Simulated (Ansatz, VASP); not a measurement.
**Hf in VASP and in Ansatz**

```xyz
3
Lattice="3.0962 0.0000 0.0000 -1.5481 2.6814 0.0000 0.0000 0.0000 21.9000" Properties=species:S:1:pos:R:3 pbc="T T T"
Hf    1.5481    0.8938    7.0000
Hf    0.0000    1.7876    9.4356
Hf    1.5481    0.8938   12.1370
```

Alike in both runs: task single point; functional revPBE; dispersion D3(BJ); k mesh 12 × 12 × 1; occupations methfessel-paxton of order 1, width 0.1 eV; no spin polarisation.

|  | VASP | Ansatz |
| --- | --- | --- |
| version | VASP 6.6.1 | Ansatz 0.2.0 |
| potentials or method | VASP PAW PBE potentials, release 64 (Hf_pv), cutoff 400 eV | scalar-relativistic, plane waves, PAW |
| valence electrons in the cell | 30 | 78 |

|  | VASP | Ansatz | Ansatz less VASP |
| --- | --- | --- | --- |
| gap on the k mesh at the Fermi level (eV) | none | none | - |
| rms of the force components (eV/Å) | 0.269 | 0.271 | +0.0023 |

VASP's potentials were made for PBE, not for revPBE. Atom by atom the forces differ by 0.020 eV/Å (rms over components). A gap of «none» marks a metal or a gap that the smearing closes. VASP's potentials hold 30 valence electrons a cell and Ansatz's 78, so a difference there can come from the potentials and not from the codes. Ansatz's warnings: xc potential rough in thin density.

Neither program's run includes spin-orbit coupling.
